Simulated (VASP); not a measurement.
# TaN (P-6m2) in VASP: notebook, part 2 of 2

VASP 6.6.1. Earlier steps stand in the parts before.

**4. Single point, PBEsol**

This run uses another cell than the first one, of 10.36 Å³/atom.

Input file INCAR:

```
SYSTEM = TaN
PREC = Accurate ; ENCUT = 700
EDIFF = 1E-6 ; ISMEAR = 0
SIGMA = 0.15 ; LREAL = .FALSE.
LASPH = .TRUE. ; NELM = 120
ALGO = Normal ; ISIF = 2
LWAVE = .FALSE. ; LCHARG = .FALSE.
GGA = PS ; NBANDS = 16
GGA_COMPAT = .FALSE.
```

Input file KPOINTS:

```
regular mesh
0
G
  18 18 16
  0 0 0
```

Input file POSCAR:

```
TaN
1.0
    2.8509000000      0.0000000000      0.0000000000
   -1.4254500000      2.4689518237      0.0000000000
    0.0000000000      0.0000000000      2.9425000000
Ta N
1 1
Direct
    0.3333333333      0.6666666667      0.5000000000
    0.0000000000      0.0000000000      0.0000000000
```

Potentials or basis: VASP PAW PBE potentials, release 64 (Ta_sv_GW, N).

The run is started by

```bash
> cat potpaw_PBE.64/Ta_sv_GW/POTCAR potpaw_PBE.64/N/POTCAR > POTCAR
> mpirun -np 1 vasp_std > vasp.out
```

OUTCAR:

```text
SYSTEM = TaN
   PREC = Accurate
   ENCUT = 700
   EDIFF = 1E-6
   ISMEAR = 0
   LREAL = .FALSE.
   LASPH = .TRUE.
   NELM = 120
   ISIF = 2
   GGA = PS

 ion  position               nearest neighbor table
   1  0.333  0.667  0.500-   2 2.21   2 2.21   2 2.21   2 2.21   2 2.21   2 2.21
   2  0.000  0.000  0.000-   1 2.21   1 2.21   1 2.21   1 2.21   1 2.21   1 2.21

  LATTYP: Found a hexagonal cell.
 ALAT       =     2.8509000000
 C/A-ratio  =     1.0321302045

  Lattice vectors:

 A1 = (   2.8509000000,   0.0000000000,   0.0000000000)
 A2 = (  -1.4254500000,   2.4689518237,   0.0000000000)
 A3 = (   0.0000000000,   0.0000000000,   2.9425000000)

Analysis of symmetry for initial positions (statically):
=====================================================================
 Subroutine PRICEL returns:
 Original cell was already a primitive cell.

 Routine SETGRP: Setting up the symmetry group for a
 hexagonal supercell.

 Subroutine GETGRP returns: Found 12 space group operations
 (whereof 12 operations were pure point group operations)
 out of a pool of 24 trial point group operations.

The static configuration has the point symmetry D_3h.

Analysis of symmetry for dynamics (positions and initial velocities):
=====================================================================
 Subroutine PRICEL returns:
 Original cell was already a primitive cell.

 Routine SETGRP: Setting up the symmetry group for a
 hexagonal supercell.

 Subroutine GETGRP returns: Found 12 space group operations
 (whereof 12 operations were pure point group operations)
 out of a pool of 24 trial point group operations.

The dynamic configuration has the point symmetry D_3h.

 Subroutine INISYM returns: Found 12 space group operations
 (whereof 12 operations are pure point group operations),
 and found     1 'primitive' translations

----------------------------------------------------------------------------------------

[... 111 lines left out ...]
     AMIX     =   0.40;   BMIX     =  1.00
     AMIX_MAG =   1.60;   BMIX_MAG =  1.00
  volume/ion in A,a.u.               =      10.36        69.88
  Fermi-wavevector in a.u.,A,eV,Ry     =   1.562291  2.952302 33.208470  2.440754
  Thomas-Fermi vector in A             =   2.665231
   LORBIT       =      0    0 simple, 1 ext, 2 COOP (PROOUT), +10 PAW based schemes
   GGA     = PS    functional components
   LHFCALC =     F    Hartree Fock is set to
   AEXX    =    0.0000 exact exchange contribution
   IVDW    =     0    specifies the selected vdW correction
   LEPSILON=     F    determine dielectric tensor
   LRPA    =     F    only Hartree local field effects (RPA)
 non-spin polarized calculation
 Gauss-broadening in eV      SIGMA  =   0.15
  energy-cutoff  :      700.00
  volume of cell :       20.71
 maximum number of plane-waves:       894
 NGX is ok and might be reduce to    28
   NGX = 13   NGY = 13   NGZ = 13

 number of electron      18.0000000 magnetization

 Free energy of the ion-electron system (eV)
  ---------------------------------------------------
  ext. energy  EPLUGINS =         0.00000000
  ---------------------------------------------------
  free energy    TOTEN  =       -26.25927539 eV

  energy without entropy =      -26.25863283  energy(sigma->0) =      -26.25895411

 E-fermi :  12.8076     XC(G=0): -14.1079

 val. band max:       12.7425510559   @ k =   0.0000   0.0000   0.4375
 cond. band min:      12.8105245458   @ k =   0.0556   0.0000   0.5000
 fundamental gap:      0.0679734899
 Fermi energy:        12.8076245197

 k-point     1 :       0.0000    0.0000    0.0000
  band No.  band energies     occupation
      1     -55.5498      2.00000
      2     -21.9314      2.00000
      3     -21.4485      2.00000
      4     -21.4485      2.00000
      5      -5.0892      2.00000
      6       8.2874      2.00000
[... 433 lines left out ...]
      3     -21.8468      2.00000
      4     -21.7282      2.00000
      5      -2.4867      2.00000
      6       4.6418      2.00000
[... 8 lines left out ...]
     15      25.6679      0.00000
     16      29.2232      0.00000

 [... further k-points ...]

------------------------ aborting loop because EDIFF is reached ----------------------------------------

  FORCE on cell =-STRESS in cart. coord.  units (eV):
  Direction    XX          YY          ZZ          XY          YZ          ZX
  --------------------------------------------------------------------------------------
  -------------------------------------------------------------------------------------
  Total        2.5705672      2.5705672     -1.6379734     -0.0000000     -0.0000000      0.0000000
  in kB      198.8513210    198.8513210   -126.7086791     -0.0000000     -0.0000000      0.0000000
  external PRESSURE =      90.3313210 kB  Pullay stress =       0.0000000 kB

 VOLUME and BASIS-vectors are now :
 -----------------------------------------------------------------------------
  energy-cutoff  :      700.00
  volume of cell :       20.71
      direct lattice vectors                 reciprocal lattice vectors
     2.850900000  0.000000000  0.000000000     0.350766425  0.202515090  0.000000000
    -1.425450000  2.468951824  0.000000000     0.000000000  0.405030179  0.000000000
     0.000000000  0.000000000  2.942500000     0.000000000  0.000000000  0.339847069

 POSITION                                       TOTAL-FORCE (eV/Angst)
 -----------------------------------------------------------------------------------
     -0.00000      1.64597      1.47125        -0.000000      0.000000      0.000000
      0.00000      0.00000      0.00000         0.000000     -0.000000      0.000000
 -----------------------------------------------------------------------------------
    total drift:                                0.000000     -0.000000     -0.000000

  FREE ENERGIE OF THE ION-ELECTRON SYSTEM (eV)
  ---------------------------------------------------
  free  energy   TOTEN  =       -26.2592753874 eV

  energy  without entropy=      -26.2586328347  energy(sigma->0) =      -26.25895411
```

stdout:

```text
POSCAR found type information on POSCAR TaN
 POSCAR found :  2 types and       2 ions
 scaLAPACK will be used
 -----------------------------------------------------------------------------
|                                                                             |
|                                                                             |
|     You enforced a specific xc type in the INCAR file but a different       |
|     I HOPE YOU KNOW WHAT YOU ARE DOING!                                     |
|                                                                             |
 -----------------------------------------------------------------------------

 LDA part: xc-table for (Slater+PW92), standard interpolation
 POSCAR, INCAR and KPOINTS ok, starting setup
 FFT: planning ... GRIDC
 FFT: planning ... GRID_SOFT
 FFT: planning ... GRID
 WAVECAR not read
 entering main loop
```

Run time: 2.7 min. Hardware: 1 thread of Intel Xeon Platinum 8259CL at 2.50GHz (Skylake/Cascade Lake), shared host; peak memory 0.32 GiB.

Results:

* Free energy: -26.2593 eV
* Pressure: 9.0 GPa
* Band gap on the k mesh: zero (bands 9 and 10 overlap by 0.43 eV)

Stress tensor (GPa, compression positive):
```
 19.89   0.00   0.00
  0.00  19.89   0.00
  0.00   0.00 -12.67
```

Levels at points of the mesh, in eV from the Fermi level:
| k point | band 6 | band 7 | band 8 | band 9 | band 10 | band 11 | band 12 | band 13 |
| --- | --- | --- | --- | --- | --- | --- | --- | --- |
| (0.00, 0.00, 0.00) | -4.52 | -4.26 | -4.26 | -3.19 | 3.01 | 3.53 | 3.53 | 4.20 |
| (0.50, 0.00, 0.00) | -8.40 | -5.76 | -3.68 | -2.89 | 3.00 | 4.78 | 5.17 | 6.04 |
| (0.00, 0.00, 0.50) | -9.59 | -3.37 | -3.37 | -0.12 | -0.12 | 1.81 | 3.82 | 3.82 |
| (0.50, 0.00, 0.50) | -7.47 | -6.35 | -5.48 | -0.39 | 4.46 | 5.99 | 6.07 | 7.58 |

Caveat: the stress differs along the axes, from -13 to 20 GPa; the PAW data sets were made with another functional, which shifts forces and pressure a little; spin-orbit coupling is left out, which moves the levels of the heavy elements.

**5. Single point, PBEsol**

This run uses another cell than the first one, of 10.34 Å³/atom.

Input file INCAR:

```
PREC = Accurate
ENCUT = 700
EDIFF = 1E-6
ISMEAR = 0
SIGMA = 0.15
LREAL = False
LASPH = True
NELM = 120
ALGO = Normal
ISIF = 2
LWAVE = False
LCHARG = True
GGA = PS
LELF = True
LVHAR = True
NBANDS = 16
GGA_COMPAT = False
```

Input file KPOINTS:

```
regular mesh
0
Gamma
  18 18 16
```

Input file POSCAR:

```
TaN
1.0
    2.8144000000      0.0000000000      0.0000000000
   -1.4072000000      2.4373418964      0.0000000000
    0.0000000000      0.0000000000      3.0143000000
Ta N
1 1
Direct
    0.3333333333      0.6666666667      0.5000000000
    0.0000000000      0.0000000000      0.0000000000
```

The run is started by

```bash
> cat potpaw_PBE.64/Ta_sv_GW/POTCAR potpaw_PBE.64/N/POTCAR > POTCAR
> mpirun -np 1 vasp_std > vasp.out
```

Wall time 84 s (1 thread of AMD EPYC 9R45 (Zen 5), shared host); peak memory 0.28 GiB.

The run converged. Its results:

| Item | Value |
| --- | --- |
| Free energy | -26.1141 eV |
| Pressure | 9.6 GPa |
| Band gap on the k mesh | zero (bands 9 and 10 overlap by 0.44 eV) |

Stress tensor (GPa, compression positive):
```
 28.67   0.00   0.00
  0.00  28.67   0.00
  0.00   0.00 -28.57
```

Levels at points of the mesh, in eV from the Fermi level:
```
           k point  band 7  band 8  band 9  band 10  band 11  band 12
(0.00, 0.00, 0.00)   -3.91   -3.91   -3.34     3.35     3.35     3.43
(0.50, 0.00, 0.00)   -6.01   -3.76   -2.64     2.91     4.97     5.09
(0.00, 0.00, 0.50)   -2.99   -2.99   -0.14    -0.14     1.22     4.10
(0.50, 0.00, 0.50)   -6.36   -5.15   -0.53     4.40     5.59     6.36
```

Caveat: the stress differs along the axes, from -29 to 29 GPa; the PAW data sets were made with another functional, which shifts forces and pressure a little; spin-orbit coupling is left out, which moves the levels of the heavy elements.

**6. Overview**

```tsv
cell	gap on the mesh (eV)	pressure (GPa)
a = 2.814, b = 2.814, c = 2.763 Å, angles 90.0, 90.0, 120.0°, 2 atoms	none	53.7
a = 2.814, b = 2.814, c = 2.799 Å, angles 90.0, 90.0, 120.0°, 2 atoms	none	45.9
a = 2.851, b = 2.851, c = 2.942 Å, angles 90.0, 90.0, 120.0°, 2 atoms	none	9.0
a = 2.814, b = 2.814, c = 3.014 Å, angles 90.0, 90.0, 120.0°, 2 atoms	none	9.6
```

Alike in all rows: task single point; level PBEsol; potentials or basis VASP PAW PBE potentials, release 64 (Ta_sv_GW, N); no spin polarisation; k mesh 18 × 18 × 16; cutoff (eV) 700; smearing gaussian 0.15 eV.

Caveats: the PAW data sets were made with another functional, which shifts forces and pressure a little; spin-orbit coupling is left out, which moves the levels of the heavy elements; the stress differs along the axes, from 52 to 58 GPa (at least some runs); the cell stands under pressure (at least some runs); the stress differs along the axes, from -13 to 20 GPa (at least some runs); the stress differs along the axes, from -29 to 29 GPa (at least some runs).

Total energies depend on the potentials used, so only differences within one code and one set of settings carry meaning.

The gap in the log of VASP goes by the Fermi energy; the results here count the filled bands.